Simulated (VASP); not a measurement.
# Ag in VASP: notebook

Runs on Ag. Level: PBEsol. Tasks: single point.

Everything below comes from runs of VASP 6.6.1. Logs are shortened: lines on timing, memory, paths and dates and some standing lists are left out, and cuts for length are marked.

### Step 1. The cell of the first run

It takes space group Im-3m (No. 229, cubic). Conventional cell: a = 3.576 Å, b = 3.576 Å, c = 3.576 Å, α = 90.00°, β = 90.00°, γ = 90.00°. Within 4.1 Å of Ag (site symmetry m-3m) lie 14 Ag at 3.10 to 3.58 Å.

### Step 2. Single point, PBEsol (strain +0.080 along x and y, +0.080 along z)

The input, INCAR:

```
SYSTEM = Ag
PREC = Accurate ; ENCUT = 520
EDIFF = 1E-7 ; ISMEAR = 0
SIGMA = 0.15 ; LREAL = .False.
LASPH = .True. ; NELM = 60
ALGO = Fast ; ISIF = 2
LWAVE = .False. ; LCHARG = .True.
GGA = PS ; LELF = .True.
LVHAR = .True. ; NBANDS = 12
```

The input, KPOINTS:

```
regular mesh
0
Gamma
  20 20 20
  0 0 0
```

The input, POSCAR:

```
Ag
1.0
   -1.7881063200      1.7881063200      1.7881063200
    1.7881063200     -1.7881063200      1.7881063200
    1.7881063200      1.7881063200     -1.7881063200
Ag
1
Direct
    0.0000000000      0.0000000000      0.0000000000
```

Potentials or basis: VASP PAW PBE potentials, release 64 (Ag).

Launch:

```console
cat potpaw_PBE.64/Ag/POTCAR > POTCAR
mpirun -np 1 vasp_std > vasp.out
```

OUTCAR:

```text
SYSTEM = Ag
   PREC = Accurate
   ENCUT = 520
   EDIFF = 1E-7
   ISMEAR = 0
   LREAL = .False.
   LASPH = .True.
   NELM = 60
   ISIF = 2
   GGA = PS

 ion  position               nearest neighbor table
   1  0.000  0.000  0.000-

  LATTYP: Found a body centered cubic cell.
 ALAT       =     3.5762126400

  Lattice vectors:

 A1 = (  -1.7881063200,   1.7881063200,   1.7881063200)
 A2 = (   1.7881063200,  -1.7881063200,   1.7881063200)
 A3 = (   1.7881063200,   1.7881063200,  -1.7881063200)

Analysis of symmetry for initial positions (statically):
=====================================================================
 Subroutine PRICEL returns:
 Original cell was already a primitive cell.

 Routine SETGRP: Setting up the symmetry group for a
 body centered cubic supercell.

 Subroutine GETGRP returns: Found 48 space group operations
 (whereof 48 operations were pure point group operations)
 out of a pool of 48 trial point group operations.

The static configuration has the point symmetry O_h .

Analysis of symmetry for dynamics (positions and initial velocities):
=====================================================================
 Subroutine PRICEL returns:
 Original cell was already a primitive cell.

 Routine SETGRP: Setting up the symmetry group for a
 body centered cubic supercell.

 Subroutine GETGRP returns: Found 48 space group operations
 (whereof 48 operations were pure point group operations)
 out of a pool of 48 trial point group operations.

The dynamic configuration has the point symmetry O_h .

 Subroutine INISYM returns: Found 48 space group operations
 (whereof 48 operations are pure point group operations),
 and found     1 'primitive' translations

----------------------------------------------------------------------------------------

                                     Primitive cell

  volume of cell :      22.8686

  direct lattice vectors                    reciprocal lattice vectors
    -1.788106320  1.788106320  1.788106320     0.000000000  0.279625431  0.279625431
     1.788106320 -1.788106320  1.788106320     0.279625431  0.000000000  0.279625431
     1.788106320  1.788106320 -1.788106320     0.279625431  0.279625431  0.000000000

  length of vectors
     3.097090996  3.097090996  3.097090996     0.395450077  0.395450077  0.395450077

  position of ions in fractional coordinates (direct lattice)
     0.000000000  0.000000000  0.000000000

  ion indices of the primitive-cell ions
   primitive index   ion index
[... 76 lines left out ...]
   NSW    =      0    number of steps for IOM
   IBRION =     -1    ionic relax: 0-MD 1-quasi-New 2-CG
   NFREE  =      0    steps in history (QN), initial steepest desc. (CG)
   ISIF   =      2    stress and relaxation
   ISYM   =      2    0-nonsym 1-usesym 2-fastsym
   POTIM  = 0.5000    time-step for ionic-motion
   TEBEG  =    0.0;   TEEND  =   0.0 temperature during run
   PSTRESS=    0.0 pullay stress
   NELECT =      11.0000    total number of electrons
   NUPDOWN=      -1.0000    fix difference up-down
   EMIN   =  10.00;   EMAX   =-10.00  energy-range for DOS
   EFERMI =   0.00;   METHOD = LEGACY
   ISMEAR =     0;   SIGMA  =   0.15  broadening in eV -4-tet -1-fermi 0-gaus
   EFERMI_NEDOS =   21; number of points for ismear=-14 and -15
   IALGO  =     68    algorithm
   IMIX   =      4    mixing-type and parameters
     AMIX     =   0.40;   BMIX     =  1.00
     AMIX_MAG =   1.60;   BMIX_MAG =  1.00
  volume/ion in A,a.u.               =      22.87       154.33
  Fermi-wavevector in a.u.,A,eV,Ry     =   1.282702  2.423955 22.385993  1.645324
  Thomas-Fermi vector in A             =   2.414998
   LORBIT       =      0    0 simple, 1 ext, 2 COOP (PROOUT), +10 PAW based schemes
   GGA     = PS    functional components
   LHFCALC =     F    Hartree Fock is set to
   AEXX    =    0.0000 exact exchange contribution
   IVDW    =     0    specifies the selected vdW correction
   LEPSILON=     F    determine dielectric tensor
   LRPA    =     F    only Hartree local field effects (RPA)
 non-spin polarized calculation
 RMM-DIIS sequential band-by-band and
 Gauss-broadening in eV      SIGMA  =   0.15
  energy-cutoff  :      520.00
  volume of cell :       22.87
 maximum number of plane-waves:       632
   NGX = 11   NGY = 11   NGZ = 11

 number of electron      11.0000005 magnetization

 Free energy of the ion-electron system (eV)
  ---------------------------------------------------
  ext. energy  EPLUGINS =         0.00000000
  ---------------------------------------------------
  free energy    TOTEN  =        -2.87427431 eV

  energy without entropy =       -2.87042601  energy(sigma->0) =       -2.87235016

 E-fermi :   4.7938     XC(G=0): -10.7467

 val. band max:        4.7884445125   @ k =   0.3500   0.1000   0.0500
 cond. band min:       4.7940655736   @ k =  -0.3500   0.4000   0.2000
 fundamental gap:      0.0056210612
 Fermi energy:         4.7938126836

 k-point     1 :       0.0000    0.0000    0.0000
  band No.  band energies     occupation
      1      -1.1332      2.00000
      2       0.7736      2.00000
      3       0.7736      2.00000
      4       0.7736      2.00000
      5       1.5957      2.00000
      6       1.5957      2.00000
      7      21.4618      0.00000
      8      21.4618      0.00000
      9      21.4618      0.00000
     10      23.8785      0.00000
     11      23.8785      0.00000
     12      23.8785      0.00000
[... 331 lines left out ...]
 k-point    24 :       0.2500    0.1000    0.0000
  band No.  band energies     occupation
      1       0.1600      2.00000
      2       0.4986      2.00000
      3       1.2321      2.00000
      4       1.4534      2.00000
      5       1.6567      2.00000
      6       2.3737      2.00000
      7      12.9557      0.00000
      8      16.3518      0.00000
      9      18.1374      0.00000
     10      21.7702      0.00000
     11      23.8046      0.00000
     12      24.4867      0.00000

 [... further k-points ...]
[... 5 lines left out ...]
  --------------------------------------------------------------------------------------
  -------------------------------------------------------------------------------------
  Total       -2.0994770     -2.0994770     -2.0994770      0.0000000      0.0000000      0.0000000
  in kB     -147.0895102   -147.0895102   -147.0895102      0.0000000      0.0000000      0.0000000
  external PRESSURE =    -147.0895102 kB  Pullay stress =       0.0000000 kB

 VOLUME and BASIS-vectors are now :
 -----------------------------------------------------------------------------
  energy-cutoff  :      520.00
  volume of cell :       22.87
      direct lattice vectors                 reciprocal lattice vectors
    -1.788106320  1.788106320  1.788106320     0.000000000  0.279625431  0.279625431
     1.788106320 -1.788106320  1.788106320     0.279625431  0.000000000  0.279625431
     1.788106320  1.788106320 -1.788106320     0.279625431  0.279625431  0.000000000

 POSITION                                       TOTAL-FORCE (eV/Angst)
 -----------------------------------------------------------------------------------
      0.00000      0.00000      0.00000         0.000000      0.000000     -0.000000
 -----------------------------------------------------------------------------------
    total drift:                                0.000000      0.000000     -0.000000

  FREE ENERGIE OF THE ION-ELECTRON SYSTEM (eV)
  ---------------------------------------------------
  free  energy   TOTEN  =        -2.8742743128 eV

  energy  without entropy=       -2.8704260140  energy(sigma->0) =       -2.87235016
```

OSZICAR:

```text
N       E                     dE             d eps       ncg     rms          rms(c)
DAV:   1     0.501039812951E+02    0.50104E+02   -0.52341E+03  6256   0.789E+02
DAV:   2    -0.231748866101E+01   -0.52421E+02   -0.49136E+02  6996   0.179E+02
DAV:   3    -0.309298245562E+01   -0.77549E+00   -0.77480E+00  7160   0.238E+01
DAV:   4    -0.309541872575E+01   -0.24363E-02   -0.24362E-02  6896   0.140E+00
DAV:   5    -0.309544210986E+01   -0.23384E-04   -0.23385E-04  7020   0.126E-01    0.296E+00
RMM:   6    -0.287765594330E+01    0.21779E+00   -0.44240E-01  6152   0.576E+00    0.188E+00
RMM:   7    -0.287569287930E+01    0.19631E-02   -0.50758E-03  6603   0.773E-01    0.117E+00
RMM:   8    -0.287428224875E+01    0.14106E-02   -0.45549E-04  6837   0.235E-01    0.129E-01
RMM:   9    -0.287427167985E+01    0.10569E-04   -0.58599E-05  7018   0.662E-02    0.354E-02
RMM:  10    -0.287427407683E+01   -0.23970E-05   -0.10682E-05  6848   0.315E-02    0.252E-03
RMM:  11    -0.287427426353E+01   -0.18670E-06   -0.21141E-06  6865   0.104E-02    0.301E-03
RMM:  12    -0.287427437419E+01   -0.11067E-06   -0.25027E-07  5722   0.344E-03    0.475E-03
RMM:  13    -0.287427431275E+01    0.61442E-07   -0.11778E-07  5094   0.274E-03
   1 F= -.28742743E+01 E0= -.28723502E+01  d E =-.384830E-02
```

It took 22 s on 1 thread of Intel Xeon 6975P-C (Granite Rapids), shared host; peak memory 0.18 GiB.

Results:

```
Free energy : -2.8743 eV
Pressure    : -14.7 GPa
```

Caveat: the cell differs from its parent crystal (strain +0.080 along x and y, +0.080 along z); the PAW data sets were made with another functional, which shifts forces and pressure a little.

### Step 3. Single point, PBEsol (strain +0.040 along x and y, +0.000 along z)

The input, INCAR:

```
SYSTEM = Ag
PREC = Accurate
ENCUT = 520
EDIFF = 1E-6
ISMEAR = 0
SIGMA = 0.15
LREAL = .FALSE.
LASPH = .TRUE.
NELM = 80
ALGO = Fast
ISIF = 2
LWAVE = .FALSE.
LCHARG = .TRUE.
GGA = PS
LELF = .TRUE.
LVHAR = .TRUE.
NBANDS = 12
```

The input, KPOINTS:

```
regular mesh
0
G
  20 20 20
  0 0 0
```

The input, POSCAR:

```
Ag
1.0
   -1.7218801600      1.7218801600      1.6556540000
    1.7218801600     -1.7218801600      1.6556540000
    1.7218801600      1.7218801600     -1.6556540000
Ag
1
Direct
    0.0000000000      0.0000000000      0.0000000000
```

Potentials or basis: VASP PAW PBE potentials, release 64 (Ag).

Launch:

```console
cat potpaw_PBE.64/Ag/POTCAR > POTCAR
mpirun -np 1 vasp_std > vasp.out
```

Wall time 37 s (1 thread of Intel Xeon 6975P-C (Granite Rapids), shared host); peak memory 0.26 GiB.

Results (log left out):

```yaml
Free_energy: -3.1486 eV
Pressure: -11.6 GPa
```

Stress tensor (GPa, compression positive):
```
-11.35   0.00   0.00
  0.00 -11.35   0.00
  0.00   0.00 -11.95
```

Levels at points of the mesh, in eV from the Fermi level:
| k point | band 2 | band 3 | band 4 | band 5 | band 6 | band 7 | band 8 | band 9 | band 10 | band 11 |
| --- | --- | --- | --- | --- | --- | --- | --- | --- | --- | --- |
| (0.00, 0.00, 0.00) | -4.51 | -4.36 | -4.36 | -3.44 | -3.27 | 17.15 | 17.15 | 17.82 | 21.39 | 21.39 |
| (0.50, 0.00, 0.00) | -5.08 | -3.38 | -3.19 | -2.55 | 0.27 | 3.49 | 12.54 | 12.93 | 18.06 | 18.87 |
| (0.50, 0.50, 0.00) | -4.91 | -3.51 | -3.30 | -2.58 | 0.07 | 3.13 | 13.19 | 13.76 | 18.70 | 19.76 |
| (0.50, 0.50, 0.50) | -5.52 | -2.77 | -2.77 | -2.72 | 6.10 | 6.10 | 7.16 | 10.70 | 11.98 | 12.83 |

Caveat: the cell differs from its parent crystal (strain +0.040 along x and y, +0.000 along z); the PAW data sets were made with another functional, which shifts forces and pressure a little.

### Step 4. Single point, PBEsol (strain +0.040 along x and y, +0.080 along z)

The input, INCAR:

```
SYSTEM = Ag
ALGO = Fast
EDIFF = 1E-7
ENCUT = 520
GGA = PS
ISIF = 2
ISMEAR = 0
LASPH = .True.
LCHARG = .True.
LELF = .True.
LREAL = .False.
LVHAR = .True.
LWAVE = .False.
NBANDS = 12
NELM = 60
PREC = Accurate
SIGMA = 0.15
```

The input, KPOINTS:

```
k-points
0
Gamma
  20 20 20
  0 0 0
```

The input, POSCAR:

```
Ag
1.0
   -1.7218801600      1.7218801600      1.7881063200
    1.7218801600     -1.7218801600      1.7881063200
    1.7218801600      1.7218801600     -1.7881063200
Ag
1
Direct
    0.0000000000      0.0000000000      0.0000000000
```

Potentials or basis: VASP PAW PBE potentials, release 64 (Ag).

Launch:

```console
cat potpaw_PBE.64/Ag/POTCAR > POTCAR
mpirun -np 1 vasp_std > vasp.out
```

OUTCAR:

```text
SYSTEM = Ag
   EDIFF = 1E-7
   ENCUT = 520
   GGA = PS
   ISIF = 2
   ISMEAR = 0
   LASPH = .True.
   LREAL = .False.
   NELM = 60
   PREC = Accurate

 ion  position               nearest neighbor table
   1  0.000  0.000  0.000-

  LATTYP: Found a body centered tetragonal cell.
 ALAT       =     3.4437603200
 C/A-ratio  =     1.0384615385

  Lattice vectors:

 A1 = (  -1.7218801600,   1.7218801600,   1.7881063200)
 A2 = (   1.7218801600,  -1.7218801600,   1.7881063200)
 A3 = (   1.7218801600,   1.7218801600,  -1.7881063200)

Analysis of symmetry for initial positions (statically):
=====================================================================
 Subroutine PRICEL returns:
 Original cell was already a primitive cell.

 Routine SETGRP: Setting up the symmetry group for a
 body centered tetragonal supercell.

 Subroutine GETGRP returns: Found 16 space group operations
 (whereof 16 operations were pure point group operations)
 out of a pool of 16 trial point group operations.

The static configuration has the point symmetry D_4h.

Analysis of symmetry for dynamics (positions and initial velocities):
[... 161 lines left out ...]
 cond. band min:       5.5776543287   @ k =   0.3000   0.2000   0.0000
 fundamental gap:      0.0166266341
 Fermi energy:         5.5730360284

 k-point     1 :       0.0000    0.0000    0.0000
  band No.  band energies     occupation
      1      -0.7990      2.00000
      2       1.3322      2.00000
      3       1.3322      2.00000
      4       1.4494      2.00000
      5       2.2346      2.00000
      6       2.3595      2.00000
      7      22.2431      0.00000
      8      22.7559      0.00000
      9      22.7559      0.00000
     10      25.4080      0.00000
     11      26.1698      0.00000
     12      26.1698      0.00000
[... 331 lines left out ...]
 k-point    24 :      -0.3500    0.0500    0.0000
  band No.  band energies     occupation
      1       0.5180      2.00000
      2       1.0218      2.00000
      3       2.1163      2.00000
      4       2.2607      2.00000
      5       2.4151      2.00000
      6       3.0560      2.00000
      7      13.0232      0.00000
      8      18.8716      0.00000
      9      19.5301      0.00000
     10      23.2677      0.00000
     11      24.2368      0.00000
     12      26.3816      0.00000

 [... further k-points ...]
[... 5 lines left out ...]
  --------------------------------------------------------------------------------------
  -------------------------------------------------------------------------------------
  Total       -1.8419436     -1.8419436     -1.8086465      0.0000000      0.0000000      0.0000000
  in kB     -139.1642701   -139.1642701   -136.6485740      0.0000000      0.0000000      0.0000000
  external PRESSURE =    -138.3257047 kB  Pullay stress =       0.0000000 kB

 VOLUME and BASIS-vectors are now :
 -----------------------------------------------------------------------------
  energy-cutoff  :      520.00
  volume of cell :       21.21
      direct lattice vectors                 reciprocal lattice vectors
    -1.721880160  1.721880160  1.788106320     0.000000000  0.290380255  0.279625431
     1.721880160 -1.721880160  1.788106320     0.290380255  0.000000000  0.279625431
     1.721880160  1.721880160 -1.788106320     0.290380255  0.290380255  0.000000000

 POSITION                                       TOTAL-FORCE (eV/Angst)
 -----------------------------------------------------------------------------------
      0.00000      0.00000      0.00000         0.000000      0.000000      0.000000
 -----------------------------------------------------------------------------------
    total drift:                                0.000000      0.000000      0.000000

  FREE ENERGIE OF THE ION-ELECTRON SYSTEM (eV)
  ---------------------------------------------------
  free  energy   TOTEN  =        -3.0229832963 eV

  energy  without entropy=       -3.0192217062  energy(sigma->0) =       -3.02110250
```

OSZICAR:

```text
N       E                     dE             d eps       ncg     rms          rms(c)
DAV:   1     0.502468437128E+02    0.50247E+02   -0.52943E+03 15624   0.801E+02
DAV:   2    -0.248310553477E+01   -0.52730E+02   -0.49534E+02 17620   0.182E+02
DAV:   3    -0.327560051993E+01   -0.79249E+00   -0.79195E+00 18020   0.244E+01
DAV:   4    -0.327812048570E+01   -0.25200E-02   -0.25199E-02 17256   0.143E+00
DAV:   5    -0.327814393835E+01   -0.23453E-04   -0.23452E-04 17664   0.126E-01    0.341E+00
RMM:   6    -0.302791223354E+01    0.25023E+00   -0.47987E-01 15407   0.606E+00    0.215E+00
RMM:   7    -0.302493526751E+01    0.29770E-02   -0.59316E-03 16811   0.848E-01    0.133E+00
RMM:   8    -0.302298979939E+01    0.19455E-02   -0.44103E-04 17357   0.224E-01    0.135E-01
RMM:   9    -0.302298175815E+01    0.80412E-05   -0.57516E-05 17797   0.656E-02    0.385E-02
RMM:  10    -0.302298290919E+01   -0.11510E-05   -0.10993E-05 17603   0.296E-02    0.435E-03
RMM:  11    -0.302298323519E+01   -0.32600E-06   -0.25904E-06 17523   0.109E-02    0.360E-03
RMM:  12    -0.302298337435E+01   -0.13915E-06   -0.31284E-07 15157   0.380E-03    0.648E-03
RMM:  13    -0.302298329629E+01    0.78056E-07   -0.16164E-07 12954   0.326E-03
   1 F= -.30229833E+01 E0= -.30211025E+01  d E =-.376159E-02
```

stdout:

```text
POSCAR found type information on POSCAR Ag
 POSCAR found :  1 types and       1 ions
 scaLAPACK will be used
 -----------------------------------------------------------------------------
|                                                                             |
|                                                                             |
|     You enforced a specific xc type in the INCAR file but a different       |
|     I HOPE YOU KNOW WHAT YOU ARE DOING!                                     |
|                                                                             |
 -----------------------------------------------------------------------------

 LDA part: xc-table for (Slater+PW92), standard interpolation
 POSCAR, INCAR and KPOINTS ok, starting setup
 FFT: planning ... GRIDC
 FFT: planning ... GRID_SOFT
 FFT: planning ... GRID
 WAVECAR not read
 entering main loop
```

Wall time 45 s (1 thread of Intel Xeon 6975P-C (Granite Rapids), shared host); peak memory 0.26 GiB.

What came out:

- Free energy: -3.0230 eV
- Pressure: -13.8 GPa

Caveat: the cell differs from its parent crystal (strain +0.040 along x and y, +0.080 along z); the PAW data sets were made with another functional, which shifts forces and pressure a little.

### Step 5. Summary

```tsv
cell	further INCAR settings	gap on the mesh (eV)	pressure (GPa)
a = 3.097 Å, angles 109.5°, 1 atom	ALGO = Fast; EDIFF = 1e-07; NBANDS = 12	none	-14.7
a = 2.945 Å, angles 108.4, 108.4, 111.6°, 1 atom	ALGO = Fast; EDIFF = 1e-06; NBANDS = 12	none	-11.6
a = 3.021 Å, angles 110.5, 110.5, 107.4°, 1 atom	ALGO = Fast; EDIFF = 1e-07; NBANDS = 12	none	-13.8
```

Alike in all rows: task single point; level PBEsol; potentials or basis VASP PAW PBE potentials, release 64 (Ag); no spin polarisation; k mesh 20 × 20 × 20; cutoff (eV) 520; smearing gaussian 0.15 eV.

Caveats: the PAW data sets were made with another functional, which shifts forces and pressure a little.

Total energies depend on the potentials used, so only differences within one code and one set of settings carry meaning.
